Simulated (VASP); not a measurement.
Wanted: the native input for a VASP 6.6.1 run.

- Task: single point
- Functional: PBE
- Potentials or basis: VASP PAW PBE potentials, release 64 (Rb_sv)
- Cutoff: 520 eV
- k mesh: 7 × 7 × 7
- Occupations: fermi-dirac, width 0.08 eV
- Spin: no spin polarisation
- Dipole correction: no
- Further INCAR settings: ALGO = Normal; EDIFF = 1e-06; NBANDS = 16

The structure of Rb lies in POSCAR:

```
Rb
1.0
    0.0000000000      4.5098618113      4.5098618113
    4.5098618113      0.0000000000      4.5098618113
    4.5098618113      4.5098618113      0.0000000000
Rb
2
Direct
   -0.1250000000     -0.1250000000     -0.1250000000
    0.1250000000      0.1250000000      0.1250000000
```

This isn't the form of Rb at room conditions, which is bcc.

One way to write it, as run:

INCAR

```
SYSTEM = Rb
  PREC = Accurate
  ENCUT = 520
  EDIFF = 1E-6
  ISMEAR = -1
  SIGMA = 0.08
  LREAL = .FALSE.
  LASPH = .TRUE.
  NELM = 80
  ALGO = Normal
  ISIF = 2
  LWAVE = .FALSE.
  LCHARG = .FALSE.
  GGA = PE
  NBANDS = 16
```

KPOINTS

```
Automatic mesh
0
G
  7 7 7
  0 0 0
```

Potentials or basis: VASP PAW PBE potentials, release 64 (Rb_sv).

Command:

```bash
$ cat potpaw_PBE.64/Rb_sv/POTCAR > POTCAR
$ mpirun -np 1 vasp_std > vasp.out
```

Results of the run:

| Item | Value |
| --- | --- |
| Pressure | 0.8 GPa |
| Band gap on the k mesh | zero (bands 9 and 10 overlap by 0.18 eV) |

Run time: 32 s on 1 thread of Intel(R) Xeon(R) 6975P-C (Granite Rapids) (shared host), peak memory 0.31 GiB.
